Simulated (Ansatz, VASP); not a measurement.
Al in VASP and in Ansatz

Contents of INCAR:

```
  ALGO = Fast
  EDIFF = 1E-6
  ENCUT = 520
  GGA = PE
  ISIF = 2
  ISMEAR = 0
  IVDW = 12
  LASPH = True
  LCHARG = True
  LELF = True
  LREAL = False
  LVHAR = True
  LWAVE = False
  NBANDS = 14
  NELM = 100
  PREC = Accurate
  SIGMA = 0.15
```

Contents of KPOINTS:

```
k-points
0
Gamma
  18 18 6
```

Contents of POSCAR:

```
Al
1.0
    2.9473576151      0.0000000000      0.0000000000
   -1.4736788076      2.5524865687      0.0000000000
    0.0000000000      0.0000000000      8.9319672525
Al
4
Direct
    0.0000000000      0.0000000000      0.0000000000
    0.3333333333      0.6666666667      0.2500000000
    0.0000000000      0.0000000000      0.5000000000
    0.6666666667      0.3333333333      0.7500000000
```

Input for Ansatz:

```yaml
crystal:
  lattice:
    - [2.9473576151, 0.0, 0.0]
    - [-1.4736788076, 2.5524865687, 0.0]
    - [0.0, 0.0, 8.9319672525]
  atoms:
    - { symbol: Al, position: [0.0, 0.0, 0.0] }
    - { symbol: Al, position: [0.3333333333, 0.6666666667, 0.25] }
    - { symbol: Al, position: [0.0, 0.0, 0.5] }
    - { symbol: Al, position: [0.6666666667, 0.3333333333, 0.75] }
basis:
  ecutwfc: 420
kpoints:
  mp_grid: { grid: [18, 18, 6] }
hamiltonian:
  xc: pbe
  pseudopotentials: { kind: paw, azcp: { folder: soft_1 } }
  dispersion: d3bj
scf:
  occupations: { method: gaussian, width: 0.15 }
output:
  forces: true
  stress: true
  eigenvalues: true
```

Alike in both runs: task single point; functional PBE; dispersion D3(BJ); k mesh 18 × 18 × 6; occupations gaussian, width 0.15 eV; no spin polarisation.

```csv
,VASP,Ansatz
version,VASP 6.6.1,Ansatz 0.2.0
potentials or method,"VASP PAW PBE potentials, release 64 (Al), cutoff 520 eV","scalar-relativistic, plane waves, PAW"
valence electrons in the cell,12,12
```

|  | VASP | Ansatz | Ansatz less VASP |
| --- | --- | --- | --- |
| gap on the k mesh at the Fermi level (eV) | none | none | - |
| pressure (GPa) | -3.8 | -3.8 | +0.01 |
| traceless stress, the component that is largest in VASP (GPa) | 2.97 | 2.98 | +0.003 |

A gap of «none» marks a metal or a gap that the smearing closes.
